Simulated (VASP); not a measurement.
# CsPbCl3 in VASP: further runs, part 2 of 2

VASP 6.6.1.

**3. Single point, PBE**

This run uses another cell than the first one, of 36.59 Å³/atom.

Input file INCAR:

```
PREC = Accurate
ENCUT = 520
EDIFF = 1E-6
ISMEAR = 0
SIGMA = 0.01
LREAL = F
LASPH = T
NELM = 100
ALGO = Normal
ISIF = 2
LWAVE = F
LCHARG = T
GGA = PE
LELF = T
LVHAR = T
NBANDS = 30
```

Input file KPOINTS:

```
Automatic mesh
0
Gamma
  4 4 4
```

Input file POSCAR:

```
CsPbCl3
1.0
    4.0141224174      2.3175546582      3.2773181968
   -4.0141224174      2.3175546582      3.2773181968
    0.0000000000     -4.6351093164      3.2773181968
Cs Pb Cl
1 1 3
Direct
    0.5000000000      0.5000000000      0.5000000000
    0.0000000000      0.0000000000      0.0000000000
    0.5000000000      0.0000514085      0.9999485915
    0.0000514085      0.9999485915      0.5000000000
    0.9999485915      0.5000000000      0.0000514085
```

Potentials or basis: VASP PAW PBE potentials, release 64 (Cs_sv, Pb_d, Cl).

Command:

```
$ cat potpaw_PBE.64/Cs_sv/POTCAR potpaw_PBE.64/Pb_d/POTCAR potpaw_PBE.64/Cl/POTCAR > POTCAR
$ mpirun -np 1 vasp_std > vasp.out
```

OUTCAR:

```text
PREC = Accurate
   ENCUT = 520
   EDIFF = 1E-6
   ISMEAR = 0
   LREAL = F
   LASPH = T
   NELM = 100
   ISIF = 2
   GGA = PE

 ion  position               nearest neighbor table
   1  0.500  0.500  0.500-
   2  0.000  0.000  0.000-   4 2.84   4 2.84   3 2.84   5 2.84   5 2.84   3 2.84
   3  0.500  0.000  1.000-   2 2.84   2 2.84
   4  0.000  1.000  0.500-   2 2.84   2 2.84
   5  1.000  0.500  0.000-   2 2.84   2 2.84

  LATTYP: Found a trigonal (rhomboedric) cell.
 ALAT       =     5.6767114546
 COS(alpha) =    -0.0000404848

  Lattice vectors:

 A1 = (   4.0141224174,   2.3175546582,   3.2773181968)
 A2 = (  -4.0141224174,   2.3175546582,   3.2773181968)
 A3 = (   0.0000000000,  -4.6351093164,   3.2773181968)

Analysis of symmetry for initial positions (statically):
=====================================================================
 Subroutine PRICEL returns:
 Original cell was already a primitive cell.

 Routine SETGRP: Setting up the symmetry group for a
 trigonal (rhombohedral) supercell.

 Subroutine GETGRP returns: Found  6 space group operations
 (whereof  6 operations were pure point group operations)
 out of a pool of 12 trial point group operations.

The static configuration has the point symmetry D_3 .

Analysis of symmetry for dynamics (positions and initial velocities):
=====================================================================
 Subroutine PRICEL returns:
 Original cell was already a primitive cell.

 Routine SETGRP: Setting up the symmetry group for a
 trigonal (rhombohedral) supercell.

 Subroutine GETGRP returns: Found  6 space group operations
 (whereof  6 operations were pure point group operations)
[... 110 lines left out ...]
   EFERMI =   0.00;   METHOD = LEGACY
   ISMEAR =     0;   SIGMA  =   0.01  broadening in eV -4-tet -1-fermi 0-gaus
   EFERMI_NEDOS =   21; number of points for ismear=-14 and -15
   IALGO  =     38    algorithm
   IMIX   =      4    mixing-type and parameters
     AMIX     =   0.40;   BMIX     =  1.00
     AMIX_MAG =   1.60;   BMIX_MAG =  1.00
  volume/ion in A,a.u.               =      36.59       246.90
  Fermi-wavevector in a.u.,A,eV,Ry     =   1.018112  1.923953 14.103148  1.036552
  Thomas-Fermi vector in A             =   2.151551
   LORBIT       =      0    0 simple, 1 ext, 2 COOP (PROOUT), +10 PAW based schemes
   GGA     = PE    functional components
   LHFCALC =     F    Hartree Fock is set to
   AEXX    =    0.0000 exact exchange contribution
   IVDW    =     0    specifies the selected vdW correction
   LEPSILON=     F    determine dielectric tensor
   LRPA    =     F    only Hartree local field effects (RPA)
 non-spin polarized calculation
 Gauss-broadening in eV      SIGMA  =   0.01
  energy-cutoff  :      520.00
  volume of cell :      182.93
 maximum number of plane-waves:      4956
   NGX = 21   NGY = 21   NGZ = 21

 number of electron      44.0000021 magnetization

 Free energy of the ion-electron system (eV)
  ---------------------------------------------------
  ext. energy  EPLUGINS =         0.00000000
  ---------------------------------------------------
  free energy    TOTEN  =       -17.53452659 eV

  energy without entropy =      -17.53452659  energy(sigma->0) =      -17.53452659

 E-fermi :   1.4076     XC(G=0):  -7.6578

 val. band max:        1.3269698110   @ k =   0.5000   0.5000   0.5000
 cond. band min:       3.4236436421   @ k =   0.5000   0.5000   0.5000
 fundamental gap:      2.0966738311
 Fermi energy:         1.4075667332

 k-point     1 :       0.0000    0.0000    0.0000
  band No.  band energies     occupation
      1     -19.8495      2.00000
      2     -15.3149      2.00000
      3     -15.3149      2.00000
      4     -15.1223      2.00000
      5     -15.1223      2.00000
      6     -15.1223      2.00000
[... 418 lines left out ...]
     29       7.0836      0.00000
     30       8.2492      0.00000

------------------------ aborting loop because EDIFF is reached ----------------------------------------

  FORCE on cell =-STRESS in cart. coord.  units (eV):
  Direction    XX          YY          ZZ          XY          YZ          ZX
  --------------------------------------------------------------------------------------
  -------------------------------------------------------------------------------------
  Total        0.8521390      0.8521390      0.8528750      0.0000000      0.0000000      0.0000000
  in kB        7.4632941      7.4632941      7.4697404      0.0000000      0.0000000      0.0000000
  external PRESSURE =       7.4654429 kB  Pullay stress =       0.0000000 kB

 VOLUME and BASIS-vectors are now :
 -----------------------------------------------------------------------------
  energy-cutoff  :      520.00
  volume of cell :      182.93
      direct lattice vectors                 reciprocal lattice vectors
     4.014122417  2.317554658  3.277318197     0.124560227  0.071914881  0.101709176
    -4.014122417  2.317554658  3.277318197    -0.124560227  0.071914881  0.101709176
     0.000000000 -4.635109316  3.277318197     0.000000000 -0.143829761  0.101709176

 POSITION                                       TOTAL-FORCE (eV/Angst)
 -----------------------------------------------------------------------------------
      0.00000      0.00000      4.91598        -0.000000      0.000000      0.000000
      0.00000      0.00000      0.00000        -0.000000      0.000000      0.000000
      2.00685     -3.47597      4.91598         0.000010     -0.000017      0.000000
     -4.01371      0.00000      4.91598        -0.000019      0.000000     -0.000000
      2.00685      3.47597      4.91598         0.000010      0.000017      0.000000
 -----------------------------------------------------------------------------------
    total drift:                                0.000000     -0.000000     -0.000000

  FREE ENERGIE OF THE ION-ELECTRON SYSTEM (eV)
  ---------------------------------------------------
  free  energy   TOTEN  =       -17.5345265904 eV

  energy  without entropy=      -17.5345265904  energy(sigma->0) =      -17.53452659
```

OSZICAR:

```text
N       E                     dE             d eps       ncg     rms          rms(c)
DAV:   1     0.411011811499E+03    0.41101E+03   -0.18502E+04   780   0.130E+03
DAV:   2     0.357472594605E+02   -0.37526E+03   -0.35823E+03   896   0.314E+02
DAV:   3    -0.165935186036E+02   -0.52341E+02   -0.51891E+02  1024   0.127E+02
DAV:   4    -0.183949543238E+02   -0.18014E+01   -0.17972E+01   956   0.288E+01
DAV:   5    -0.184575434049E+02   -0.62589E-01   -0.62574E-01   998   0.510E+00    0.509E+00
DAV:   6    -0.175655740635E+02    0.89197E+00   -0.15481E+00  1096   0.126E+01    0.333E+00
DAV:   7    -0.175209977356E+02    0.44576E-01   -0.61826E-01  1150   0.435E+00    0.189E+00
DAV:   8    -0.175361590457E+02   -0.15161E-01   -0.80401E-02  1048   0.220E+00    0.280E-01
DAV:   9    -0.175338603084E+02    0.22987E-02   -0.17456E-02  1218   0.101E+00    0.135E-01
DAV:  10    -0.175344397299E+02   -0.57942E-03   -0.18446E-03   916   0.239E-01    0.583E-02
DAV:  11    -0.175345245388E+02   -0.84809E-04   -0.19354E-04  1008   0.110E-01    0.113E-02
DAV:  12    -0.175345264300E+02   -0.18912E-05   -0.29300E-05  1074   0.575E-02    0.348E-03
DAV:  13    -0.175345265904E+02   -0.16037E-06   -0.25714E-06   936   0.110E-02
   1 F= -.17534527E+02 E0= -.17534527E+02  d E =-.542084E-32
```

Wall time 36 s (1 thread of Intel Xeon 6975P-C (Granite Rapids), shared host); peak memory 0.28 GiB.

Results:

| Property | Result |
| --- | --- |
| Free energy | -17.5345 eV |
| Pressure | 0.7 GPa |
| Band gap on the k mesh | 2.10 eV |

Levels at points of the mesh, in eV from the valence-band top:
```csv
k point,band 18,band 19,band 20,band 21,band 22,band 23,band 24,band 25,band 26,band 27
"(0.00, 0.00, 0.00)",-2.35,-2.35,-2.26,-2.26,-2.26,3.53,4.55,4.55,5.45,5.45
"(0.50, 0.00, 0.00)",-2.44,-2.44,-2.35,-2.35,-1.55,3.10,4.86,5.38,5.38,5.40
"(0.50, 0.50, 0.00)",-2.52,-2.52,-2.50,-1.96,-0.75,2.64,2.64,5.00,5.57,5.87
"(0.50, 0.50, 0.50)",-2.50,-1.95,-1.95,-1.95,0.00,2.10,2.10,2.10,5.30,5.76
```

Caveat: spin-orbit coupling is left out, which moves the levels of the heavy elements.

**4. Single point, PBE (36.70 Å³/atom)**

This run uses another cell than the first one, of 36.70 Å³/atom.

Input file INCAR:

```
PREC = Accurate ; ENCUT = 520
EDIFF = 1E-7 ; ISMEAR = 0
SIGMA = 0.01 ; LREAL = False
LASPH = True ; NELM = 60
ALGO = Normal ; ISIF = 2
LWAVE = False ; LCHARG = True
GGA = PE ; LELF = True
LVHAR = True ; NBANDS = 30
```

KPOINTS is that of step 3.

Input file POSCAR:

```
CsPbCl3
1.0
    4.0183771931      2.3200111541      3.2805941812
   -4.0183771931      2.3200111541      3.2805941812
    0.0000000000     -4.6400223083      3.2805941812
Cs Pb Cl
1 1 3
Direct
    0.5000000000      0.5000000000      0.5000000000
    0.0000000000      0.0000000000      0.0000000000
    0.5000000000      0.0000606403      0.9999393597
    0.0000606403      0.9999393597      0.5000000000
    0.9999393597      0.5000000000      0.0000606403
```

Command:

```
$ cat potpaw_PBE.64/Cs_sv/POTCAR potpaw_PBE.64/Pb_d/POTCAR potpaw_PBE.64/Cl/POTCAR > POTCAR
$ mpirun -np 1 vasp_std > vasp.out
```

It took 38 s on 1 thread of Intel Xeon 6975P-C (Granite Rapids), shared host; peak memory 0.28 GiB.

It converged, with:

| Property | Result |
| --- | --- |
| Free energy | -17.5372 eV |
| Pressure | 0.7 GPa |
| Band gap on the k mesh | 2.11 eV |

Levels at points of the mesh, in eV from the valence-band top:
```
           k point  band 20  band 21  band 22  band 23  band 24  band 25
(0.00, 0.00, 0.00)    -2.23    -2.23    -2.23     3.54     4.57     4.57
(0.50, 0.00, 0.00)    -2.33    -2.33    -1.53     3.10     4.87     5.38
(0.50, 0.50, 0.00)    -2.48    -1.94    -0.74     2.65     2.65     5.01
(0.50, 0.50, 0.50)    -1.93    -1.93     0.00     2.11     2.11     2.11
```

Caveat: spin-orbit coupling is left out, which moves the levels of the heavy elements. A k mesh can miss the band edges.

**5. Summary**

```csv
cell,gap on the mesh (eV),pressure (GPa)
"a = 5.623 Å, 5 atoms",1.98,1.5
"a = 5.677 Å, 5 atoms",2.10,0.7
"a = 5.683 Å, 5 atoms",2.11,0.7
```

Alike in all rows: task single point; level PBE; potentials or basis VASP PAW PBE potentials, release 64 (Cs_sv, Pb_d, Cl); no spin polarisation; k mesh 4 × 4 × 4; cutoff (eV) 520; smearing gaussian 0.01 eV.

Caveats: spin-orbit coupling is left out, which moves the levels of the heavy elements.

Total energies depend on the potentials used, so only differences within one code and one set of settings carry meaning.
